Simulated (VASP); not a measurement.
Input of a VASP 6.6.1 run:

INCAR

```
SYSTEM = Al4Cu
PREC     = Accurate       ! precision mode
ENCUT    = 520            ! plane-wave cutoff, eV
EDIFF    = 1E-6           ! SCF threshold, eV
ISMEAR   = 0              ! smearing method
SIGMA    = 0.1            ! smearing width, eV
LREAL    = .FALSE.        ! projectors in reciprocal space
LASPH    = .TRUE.         ! aspherical terms in the spheres
NELM     = 80             ! most SCF steps
ALGO     = Fast           ! electronic algorithm
ISIF     = 2              ! what is computed and relaxed
LWAVE    = .FALSE.        ! write WAVECAR
LCHARG   = .TRUE.         ! write CHGCAR
GGA      = PE             ! functional
LELF     = .TRUE.         ! ELF
LVHAR    = .TRUE.       
NBANDS   = 20             ! bands
```

File KPOINTS:

```
regular mesh
0
G
  4 4 6
  0 0 0
```

File POSCAR:

```
Al4Cu
1.0
    3.3057639900     -3.4712816300      0.0000000000
    3.3057639900      3.4712816300      0.0000000000
    0.0000000000      0.0000000000      2.9684751600
Al Cu
4 1
Direct
    0.8105999900      0.1894000100      0.5000000000
    0.1894000100      0.8105999900      0.5000000000
    0.2852000000      0.2852000000      0.0000000000
    0.7148000000      0.7148000000      0.0000000000
    0.0000000000      0.0000000000      0.0000000000
```

Potentials or basis: VASP PAW PBE potentials, release 64 (Al, Cu).

Launch:

```bash
$ cat potpaw_PBE.64/Al/POTCAR potpaw_PBE.64/Cu/POTCAR > POTCAR
$ mpirun -np 1 vasp_std > vasp.out
```

Question: What does it give for the band gap on the k mesh?

Answer: Zero (an odd number of electrons rules out a gap without spin polarisation).

Question: Estimate the largest force.

Answer: 9.304 eV/Å.

Question: Predict the pressure.

Answer: 64.0 GPa.

Stress tensor (GPa, compression positive):
```
74.02  0.00  0.00
 0.00 55.61  0.00
 0.00  0.00 62.52
```

Caveat: the cell stands under pressure; forces of over 1 eV/Å act on the atoms, so gaps and moduli don't describe the material at rest.
